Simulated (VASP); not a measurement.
Set up this calculation in VASP 6.6.1, as the native input.

```
Task                   : single point
Functional             : r2SCAN
Potentials or basis    : VASP PAW PBE potentials, release 64 (Si, C)
Cutoff                 : 520 eV
k mesh                 : 12 × 12 × 4
Occupations            : gaussian, width 0.01 eV
Spin                   : no spin polarisation
Dipole correction      : no
Further INCAR settings : ALGO = Normal; EDIFF = 1e-06; NBANDS = 26
```

The system is SiC.

```
Si C
1.0
     3.07755    0.00000    0.00000
    -1.53878    2.66524    0.00000
     0.00000    0.00000   10.07672
Si C
4 4
Direct
  0.66667 0.33333 0.93784
  0.33333 0.66667 0.43784
  0.00000 0.00000 0.68789
  0.00000 0.00000 0.18789
  0.66667 0.33333 0.74980
  0.33333 0.66667 0.24980
  0.00000 0.00000 0.50047
  0.00000 0.00000 0.00047
```

The input as run:

POSCAR

```
SiC
1.0
    3.0775547717      0.0000000000      0.0000000000
   -1.5387773859      2.6652406138      0.0000000000
    0.0000000000      0.0000000000     10.0767209020
Si C
4 4
Direct
    0.6666666667      0.3333333333      0.9378415250
    0.3333333333      0.6666666667      0.4378415250
    0.0000000000      0.0000000000      0.6878903876
    0.0000000000      0.0000000000      0.1878903876
    0.6666666667      0.3333333333      0.7498007830
    0.3333333333      0.6666666667      0.2498007830
    0.0000000000      0.0000000000      0.5004663044
    0.0000000000      0.0000000000      0.0004663044
```

INCAR.step1

```
SYSTEM = SiC
PREC = Accurate ; ENCUT = 520
ISMEAR = 0 ; SIGMA = 0.01
LREAL = .False. ; LASPH = .True.
NELM = 60 ; NBANDS = 26
GGA = PE ; ALGO = Normal
EDIFF = 1E-4 ; LWAVE = .True.
LCHARG = .False.
```

INCAR.step2

```
SYSTEM = SiC
PREC = Accurate ; ENCUT = 520
EDIFF = 1E-6 ; ISMEAR = 0
SIGMA = 0.01 ; LREAL = .False.
LASPH = .True. ; NELM = 60
ALGO = Normal ; ISIF = 2
LWAVE = .False. ; LCHARG = .False.
METAGGA = R2SCAN ; LMIXTAU = .True.
NBANDS = 26 ; ISTART = 1
```

KPOINTS

```
regular mesh
0
Gamma
  12 12 4
  0 0 0
```

Potentials or basis: VASP PAW PBE potentials, release 64 (Si, C).

The run is started by

```sh
$ cat potpaw_PBE.64/Si/POTCAR potpaw_PBE.64/C/POTCAR > POTCAR
$ cp INCAR.step1 INCAR
$ mpirun -np 1 vasp_std > vasp.out
$ cp INCAR.step2 INCAR
$ mpirun -np 1 vasp_std > vasp.out
```

It gave:

The pressure is -0.2 GPa and the band gap on the k mesh is 2.61 eV (least direct gap 3.79 eV).

Caveat: the PAW data sets were made with another functional, which shifts forces and pressure a little.

Run time: 5.8 min on 1 thread of Intel(R) Xeon(R) Platinum 8259CL CPU @ 2.50GHz (Skylake/Cascade Lake), with other jobs on the host, peak memory 0.26 GiB.
